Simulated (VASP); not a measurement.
# TaN in VASP: further runs, part 2 of 2

VASP 6.6.1. The steps go on from the part before.

## Step 3: Single point, BLYP, non-collinear spin, zero start, spin-orbit coupling

This run uses another cell than the first one, of 11.29 Å³/atom.

INCAR reads:

```
SYSTEM = TaN
PREC = Accurate
ENCUT = 520
EDIFF = 1E-7
ISMEAR = 1
SIGMA = 0.001
LREAL = .FALSE.
LASPH = .TRUE.
NELM = 150
ALGO = Normal
ISIF = 2
LWAVE = .FALSE.
LCHARG = .FALSE.
MAGMOM = 0 0 0 0 0 0
LORBIT = 11
LSORBIT = .TRUE.
GGA_COMPAT = .FALSE.
LORBMOM = .TRUE.
LMAXMIX = 4
GGA = B5
ALDAX = 1.0
AGGAX = 1.0
AGGAC = 1.0
ALDAC = 0.0
NBANDS = 28
```

KPOINTS reads:

```
Automatic mesh
0
G
  8 8 7
  0 0 0
```

POSCAR reads:

```
TaN
1.0
    2.9833529821      0.0000000000      0.0000000000
   -1.4916764911      2.5836594710      0.0000000000
    0.0000000000      0.0000000000      2.9285838544
Ta N
1 1
Direct
    0.0000000000      0.0000000000      0.5000000000
    0.6666666667      0.3333333333      0.0000000000
```

Potentials or basis: VASP PAW PBE potentials, release 64 (Ta_pv, N).

The run is started by

```sh
$ cat potpaw_PBE.64/Ta_pv/POTCAR potpaw_PBE.64/N/POTCAR > POTCAR
$ mpirun -np 1 vasp_ncl > vasp.out
```

OUTCAR:

```text
SYSTEM = TaN
   PREC = Accurate
   ENCUT = 520
   EDIFF = 1E-7
   ISMEAR = 1
   LREAL = .FALSE.
   LASPH = .TRUE.
   NELM = 150
   ISIF = 2
   LORBIT = 11
   LSORBIT = .TRUE.
   GGA = B5

 ion  position               nearest neighbor table
   1  0.000  0.000  0.500-   2 2.26   2 2.26   2 2.26   2 2.26   2 2.26   2 2.26
   2  0.667  0.333  0.000-   1 2.26   1 2.26   1 2.26   1 2.26   1 2.26   1 2.26

  LATTYP: Found a hexagonal cell.
 ALAT       =     2.9833529821
 C/A-ratio  =     0.9816417541

  Lattice vectors:

 A1 = (   2.9833529821,   0.0000000000,   0.0000000000)
 A2 = (  -1.4916764911,   2.5836594710,   0.0000000000)
 A3 = (   0.0000000000,   0.0000000000,   2.9285838544)

Analysis of symmetry for initial positions (statically):
=====================================================================
 Subroutine PRICEL returns:
 Original cell was already a primitive cell.

 Routine SETGRP: Setting up the symmetry group for a
 hexagonal supercell.

 Subroutine GETGRP returns: Found 12 space group operations
 (whereof 12 operations were pure point group operations)
 out of a pool of 24 trial point group operations.

The static configuration has the point symmetry D_3h.

Analysis of symmetry for dynamics (positions and initial velocities):
=====================================================================
 Subroutine PRICEL returns:
 Original cell was already a primitive cell.

 Routine SETGRP: Setting up the symmetry group for a
 hexagonal supercell.

 Subroutine GETGRP returns: Found 12 space group operations
 (whereof 12 operations were pure point group operations)
 out of a pool of 24 trial point group operations.

The dynamic configuration has the point symmetry D_3h.

Analysis of structural, dynamic, and magnetic symmetry:
=====================================================================
 Subroutine PRICEL returns:
 Original cell was already a primitive cell.

 Routine SETGRP: Setting up the symmetry group for a
 hexagonal supercell.

 Subroutine GETGRP returns: Found 12 space group operations
 (whereof 12 operations were pure point group operations)
 out of a pool of 24 trial point group operations.

The overall configuration has the point symmetry D_3h.

 Subroutine INISYM returns: Found 12 space group operations
 (whereof 12 operations are pure point group operations),
 and found     1 'primitive' translations

----------------------------------------------------------------------------------------

                                     Primitive cell

  volume of cell :      22.5734

  direct lattice vectors                    reciprocal lattice vectors
     2.983352982  0.000000000  0.000000000     0.335193323  0.193523955  0.000000000
    -1.491676491  2.583659471  0.000000000     0.000000000  0.387047911  0.000000000
[... 891 lines left out ...]

------------------------ aborting loop because EDIFF is reached ----------------------------------------

  FORCE on cell =-STRESS in cart. coord.  units (eV):
  Direction    XX          YY          ZZ          XY          YZ          ZX
  --------------------------------------------------------------------------------------
  -------------------------------------------------------------------------------------
  Total        0.3000444      0.3000444      0.3262427     -0.0000000     -0.0000000      0.0000000
  in kB       21.2960237     21.2960237     23.1554845     -0.0000000     -0.0000000      0.0000000
  external PRESSURE =      21.9158440 kB  Pullay stress =       0.0000000 kB

 VOLUME and BASIS-vectors are now :
 -----------------------------------------------------------------------------
  energy-cutoff  :      520.00
  volume of cell :       22.57
      direct lattice vectors                 reciprocal lattice vectors
     2.983352982  0.000000000  0.000000000     0.335193323  0.193523955  0.000000000
    -1.491676491  2.583659471  0.000000000     0.000000000  0.387047911  0.000000000
     0.000000000  0.000000000  2.928583854     0.000000000  0.000000000  0.341461966

 POSITION                                       TOTAL-FORCE (eV/Angst)
 -----------------------------------------------------------------------------------
      0.00000      0.00000      1.46429        -0.000000      0.000000      0.000000
      1.49168      0.86122      0.00000         0.000000      0.000000      0.000000
 -----------------------------------------------------------------------------------
    total drift:                               -0.000000      0.000000      0.000000

  FREE ENERGIE OF THE ION-ELECTRON SYSTEM (eV)
  ---------------------------------------------------
  free  energy   TOTEN  =       -21.1622242277 eV

  energy  without entropy=      -21.1622244985  energy(sigma->0) =      -21.16222432

 orbital moment (x)

 # of ion     p       d       tot
 ----------------------------------------
  1         0.000  -0.000  -0.000
  2         0.000   0.000   0.000
 ----------------------------------------
            0.000  -0.000  -0.000

 orbital moment (y)

 # of ion     p       d       tot
 ----------------------------------------
  1        -0.000   0.000   0.000
  2         0.000   0.000   0.000
 ----------------------------------------
            0.000   0.000   0.000

 orbital moment (z)

 # of ion     p       d       tot
 ----------------------------------------
  1         0.000  -0.000  -0.000
  2         0.000   0.000   0.000
 ----------------------------------------
            0.000  -0.000  -0.000

 Spin-Orbit-Coupling matrix elements

 Ion:    1  E_soc:     -1.3298806
 l=   1
     0.0000000    -0.2030895    -0.2060486
    -0.2030895     0.0000000    -0.2030895
    -0.2060486    -0.2030895     0.0000000
 l=   2
     0.0000000    -0.0030957     0.0000000    -0.0030957    -0.0191175
    -0.0030957     0.0000000    -0.0096578    -0.0018969    -0.0030957
     0.0000000    -0.0096578     0.0000000    -0.0096578     0.0000000
    -0.0030957    -0.0018969    -0.0096578     0.0000000    -0.0030957
    -0.0191175    -0.0030957     0.0000000    -0.0030957     0.0000000
 l=   3
     0.0000000     0.0000000     0.0000000     0.0000000     0.0000000     0.0000000     0.0000000
     0.0000000     0.0000000     0.0000000     0.0000000     0.0000000     0.0000000     0.0000000
     0.0000000     0.0000000     0.0000000     0.0000000     0.0000000     0.0000000     0.0000000
     0.0000000     0.0000000     0.0000000     0.0000000     0.0000000     0.0000000     0.0000000
     0.0000000     0.0000000     0.0000000     0.0000000     0.0000000     0.0000000     0.0000000
     0.0000000     0.0000000     0.0000000     0.0000000     0.0000000     0.0000000     0.0000000
     0.0000000     0.0000000     0.0000000     0.0000000     0.0000000     0.0000000     0.0000000

 Ion:    2  E_soc:     -0.0004920
 l=   1
     0.0000000    -0.0000829    -0.0000801
    -0.0000829     0.0000000    -0.0000829
    -0.0000801    -0.0000829     0.0000000
 l=   2
     0.0000000     0.0000000     0.0000000     0.0000000     0.0000000
     0.0000000     0.0000000     0.0000000     0.0000000     0.0000000
     0.0000000     0.0000000     0.0000000     0.0000000     0.0000000
     0.0000000     0.0000000     0.0000000     0.0000000     0.0000000
     0.0000000     0.0000000     0.0000000     0.0000000     0.0000000
 l=   3
     0.0000000     0.0000000     0.0000000     0.0000000     0.0000000     0.0000000     0.0000000
     0.0000000     0.0000000     0.0000000     0.0000000     0.0000000     0.0000000     0.0000000
     0.0000000     0.0000000     0.0000000     0.0000000     0.0000000     0.0000000     0.0000000
     0.0000000     0.0000000     0.0000000     0.0000000     0.0000000     0.0000000     0.0000000
     0.0000000     0.0000000     0.0000000     0.0000000     0.0000000     0.0000000     0.0000000
     0.0000000     0.0000000     0.0000000     0.0000000     0.0000000     0.0000000     0.0000000
     0.0000000     0.0000000     0.0000000     0.0000000     0.0000000     0.0000000     0.0000000

 total charge

# of ion       s       p       d       tot
------------------------------------------
    1        0.285   6.231   2.395   8.911
    2        1.230   2.510   0.000   3.739
--------------------------------------------------
tot          1.514   8.741   2.395  12.650

 magnetization (x)

# of ion       s       p       d       tot
------------------------------------------
    1       -0.000  -0.000   0.000   0.000
    2        0.000   0.000   0.000   0.000
--------------------------------------------------
tot         -0.000   0.000   0.000   0.000

 magnetization (y)

# of ion       s       p       d       tot
------------------------------------------
    1        0.000   0.000   0.000   0.000
    2       -0.000  -0.000   0.000  -0.000
--------------------------------------------------
tot         -0.000  -0.000   0.000   0.000

 magnetization (z)

# of ion       s       p       d       tot
------------------------------------------
    1        0.000   0.000   0.000   0.000
    2       -0.000   0.000   0.000  -0.000
--------------------------------------------------
tot         -0.000   0.000   0.000  -0.000
```

It took 44 s on 1 thread of Intel Xeon 6975P-C (Granite Rapids), shared host; peak memory 0.22 GiB.

Results:

| Quantity | Value |
| --- | --- |
| Free energy | -21.1622 eV |
| Pressure | 2.2 GPa |
| Net moment | 0.00 μB per cell |
| Valence electrons inside the program's atomic spheres | Ta 8.91; N 3.74 |

Stress tensor (GPa, compression positive):
```
2.13 0.00 0.00
0.00 2.13 0.00
0.00 0.00 2.32
```

Moments on the atoms (μB; x, y, z):
```
Ta  0.00 0.00 0.00
N   0.00 0.00 0.00
```

Caveat: the PAW data sets were made with another functional, which shifts forces and pressure a little.

## Step 4: Single point, PBEsol+D4+U (atoms moved at random)

INCAR reads:

```
SYSTEM = TaN
PREC     = Accurate       ! precision mode
ENCUT    = 520            ! plane-wave cutoff, eV
EDIFF    = 1E-7           ! SCF threshold, eV
ISMEAR   = 0              ! smearing method
SIGMA    = 0.15           ! smearing width, eV
LREAL    = .False.        ! projectors in reciprocal space
LASPH    = .True.         ! aspherical terms in the spheres
NELM     = 150            ! most SCF steps
ALGO     = Normal         ! electronic algorithm
ISIF     = 2              ! what is computed and relaxed
LWAVE    = .False.        ! write WAVECAR
LCHARG   = .True.         ! write CHGCAR
LMAXMIX  = 4              ! l up to which the mixer works
LDAU     = .True.         ! DFT+U
LDAUTYPE = 2            
LDAUL    = 2 -1           ! shell
LDAUU    = 1 0            ! U, eV
LDAUJ    = 0 0          
LDAUPRINT= 1            
GGA      = PS             ! functional
IVDW     = 13             ! dispersion correction
LELF     = .True.         ! ELF
LVHAR    = .True.       
NBANDS   = 15             ! bands
```

KPOINTS reads:

```
Automatic mesh
0
Gamma
  8 8 7
  0 0 0
```

POSCAR reads:

```
TaN
1.0
    2.9380000000      0.0000000000      0.0000000000
   -1.4690000000      2.5443826363      0.0000000000
    0.0000000000      0.0000000000      2.8830000000
Ta N
1 1
Direct
    0.0087409594      0.0072705608      0.4973724450
    0.6754110406      0.3405864392     -0.0026614450
```

The run is started by

```sh
$ cat potpaw_PBE.64/Ta_pv/POTCAR potpaw_PBE.64/N/POTCAR > POTCAR
$ mpirun -np 1 vasp_std > vasp.out
```

Run time: 24 s. Hardware: 1 thread of Intel Xeon 6975P-C (Granite Rapids), shared host; peak memory 0.2 GiB.

Results (log left out):

```yaml
Free_energy: -23.2391 eV
Pressure: -3.7 GPa
Band_gap_on_the_k_mesh: zero (bands 8 and 9 overlap by 0.25 eV)
Dispersion_energy_per_atom: -0.179 eV
```

Stress tensor (GPa, compression positive):
```
-3.55  0.00  0.00
 0.00 -3.56  0.00
 0.00  0.00 -3.93
```

Levels at points of the mesh, in eV from the Fermi level:
```tsv
k point	band 5	band 6	band 7	band 8	band 9	band 10	band 11	band 12
(0.00, 0.00, 0.00)	-4.69	-4.69	-4.36	-3.08	2.01	3.48	3.48	3.98
(0.50, 0.00, 0.00)	-8.50	-5.30	-3.62	-3.33	2.98	3.93	5.13	5.23
(0.00, 0.50, 0.00)	-8.50	-5.30	-3.62	-3.33	2.98	3.93	5.13	5.23
(0.50, 0.50, 0.00)	-8.50	-5.30	-3.62	-3.33	2.98	3.93	5.13	5.23
```

Eigenvalues of the final occupation matrices:
```
    site  spin  trace               eigenvalues
site 1 d     1   1.23  0.19 0.19 0.27 0.27 0.31
site 1 d     2   1.23  0.19 0.19 0.27 0.27 0.31
```

Caveat: the cell differs from its parent crystal (atoms moved at random); the cell stands under tension; the PAW data sets were made with another functional, which shifts forces and pressure a little; spin-orbit coupling is left out, which moves the levels of the heavy elements; U without spin polarisation on a metal has little footing.

## Step 5: Summary

```csv
level,spin,U,cell,k mesh,smearing,gap on the mesh (eV),pressure (GPa)
PBE,off,-,"a = 2.938, b = 2.938, c = 2.883 Å, angles 90.0, 90.0, 120.0°, 2 atoms",4 × 4 × 4,fermi-dirac 0.04 eV,none,6.1
BLYP,"non-collinear, zero start, SOC",-,"a = 2.983, b = 2.983, c = 2.929 Å, angles 90.0, 90.0, 120.0°, 2 atoms",8 × 8 × 7,methfessel-paxton 0.001 eV,-,2.2
PBEsol+D4+U,off,Ta d U = 1.0 eV,"a = 2.938, b = 2.938, c = 2.883 Å, angles 90.0, 90.0, 120.0°, 2 atoms",8 × 8 × 7,gaussian 0.15 eV,none,-3.7
```

Alike in all rows: task single point; potentials or basis VASP PAW PBE potentials, release 64 (Ta_pv, N); cutoff (eV) 520.

Caveats: some runs use coarse meshes; spin-orbit coupling is left out, which moves the levels of the heavy elements (at least some runs); the PAW data sets were made with another functional, which shifts forces and pressure a little (at least some runs); the cell stands under tension (at least some runs); U without spin polarisation on a metal has little footing (at least some runs).

Total energies depend on the potentials used, so only differences within one code and one set of settings carry meaning.
